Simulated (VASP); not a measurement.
Input of a VASP 6.6.1 run:

The input INCAR:

```
SYSTEM = Pb
PREC     = Accurate       ! precision mode
ENCUT    = 520            ! plane-wave cutoff, eV
EDIFF    = 1E-7           ! SCF threshold, eV
ISMEAR   = 0              ! smearing method
SIGMA    = 0.1            ! smearing width, eV
LREAL    = .FALSE.        ! projectors in reciprocal space
LASPH    = .TRUE.         ! aspherical terms in the spheres
NELM     = 100            ! most SCF steps
ALGO     = Fast           ! electronic algorithm
ISIF     = 2              ! what is computed and relaxed
LWAVE    = .FALSE.        ! write WAVECAR
LCHARG   = .TRUE.         ! write CHGCAR
GGA      = PE             ! functional
LELF     = .TRUE.         ! ELF
LVHAR    = .TRUE.       
NBANDS   = 13             ! bands
```

The input KPOINTS:

```
Automatic mesh
0
G
  6 6 6
  0 0 0
```

File POSCAR:

```
Pb
1.0
    3.2545250972      0.0000000000      0.0000000000
    0.0000000000      3.2545250972      0.0000000000
    0.0000000000      0.0000000000      3.2611896273
Pb
1
Direct
    0.0000000000      0.0000000000      0.5000000000
```

Potentials or basis: VASP PAW PBE potentials, release 64 (Pb_d).

Launch:

```bash
$ cat potpaw_PBE.64/Pb_d/POTCAR > POTCAR
$ mpirun -np 1 vasp_std > vasp.out
```

Task: Predict the pressure.

Result: -0.3 GPa.

Task: What does it give for the band gap on the k mesh?

Result: Zero (band 7 reaches 10.47 eV, above the bottom of band 8 at 3.94 eV).

Stress tensor (GPa, compression positive):
```
-0.23  0.00  0.00
 0.00 -0.23  0.00
 0.00  0.00 -0.32
```

Caveat: spin-orbit coupling is left out, which moves the levels of the heavy elements.
